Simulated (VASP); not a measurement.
Input of a VASP 6.6.1 run:

File INCAR:

```
SYSTEM = Li
PREC = Accurate
ENCUT = 520
EDIFF = 1E-7
ISMEAR = -1
SIGMA = 0.1
LREAL = .FALSE.
LASPH = .TRUE.
NELM = 80
ALGO = Normal
ISIF = 2
LWAVE = .FALSE.
LCHARG = .FALSE.
GGA = PS
NBANDS = 10
```

File KPOINTS:

```
Automatic mesh
0
G
  13 13 7
  0 0 0
```

File POSCAR:

```
Li
1.0
    2.9295486344      0.0000000000      0.0000000000
   -1.4647743172      2.5370635390      0.0000000000
    0.0000000000      0.0000000000      4.7788071161
Li
2
Direct
    0.3333333333      0.6666666667      0.2500000000
    0.6666666667      0.3333333333      0.7500000000
```

Potentials or basis: VASP PAW PBE potentials, release 64 (Li_sv).

Command:

```bash
$ cat potpaw_PBE.64/Li_sv/POTCAR > POTCAR
$ mpirun -np 1 vasp_std > vasp.out
```

**Question.** What does it give for the band gap on the k mesh?

**Answer.** Zero (bands 3 and 4 overlap by 3.94 eV).
